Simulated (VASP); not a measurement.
# Ti: relaxation of shape and atoms at fixed volume with PBE

The system is Ti.

```
CELL_PARAMETERS angstrom
3.03509 0.00000 0.00000
-1.51755 2.62847 0.00000
0.00000 0.00000 4.79531
ATOMIC_POSITIONS crystal
Ti 0.33333 0.66667 0.25000
Ti 0.66667 0.33333 0.75000
```

- Program: VASP 6.6.1
- Task: relaxation of shape and atoms at fixed volume
- Functional: PBE
- Potentials or basis: VASP PAW PBE potentials, release 64 (Ti_sv)
- Cutoff: 600 eV
- k mesh: 18 × 18 × 10
- Occupations: gaussian, width 0.1 eV
- Spin: no spin polarisation
- Dipole correction: no
- Further INCAR settings: ALGO = Fast; EDIFF = 1e-06; IBRION = 2; EDIFFG = -0.01; NSW = 50; ISIF = 4

| Quantity | Value |
| --- | --- |
| Pressure after relaxing | -9.1 GPa |
| Band gap on the k mesh | zero (bands 12 and 13 overlap by 1.03 eV) |

Final structure:
```xyz
2
Lattice="3.0351 0.0000 0.0000 -1.5175 2.6285 0.0000 0.0000 0.0000 4.7953" Properties=species:S:1:pos:R:3 pbc="T T T"
Ti    0.0000    1.7523    1.1988
Ti    1.5175    0.8762    3.5965
```

Levels at points of the mesh, in eV from the Fermi level:
```
           k point  band 8  band 9  band 10  band 11  band 12  band 13  band 14  band 15  band 16
(0.00, 0.00, 0.00)  -32.98   -5.98    -2.47     0.56     0.70     0.70     0.81     1.14     1.14
(0.50, 0.00, 0.00)  -33.03   -2.23    -1.91    -1.62    -0.71     0.44     0.55     1.04     2.93
(0.00, 0.00, 0.50)  -33.01   -4.24    -4.24     0.08     0.08     0.62     0.62     0.62     0.62
(0.50, 0.00, 0.50)  -33.09   -2.31    -2.31    -0.72    -0.72     1.09     1.09     1.53     1.53
```

Wall time 6.3 min on 1 thread of Intel Xeon 8259CL (shared host), peak memory 0.27 GiB.

Caveat: the relaxation stopped at its first step, so nothing moved.
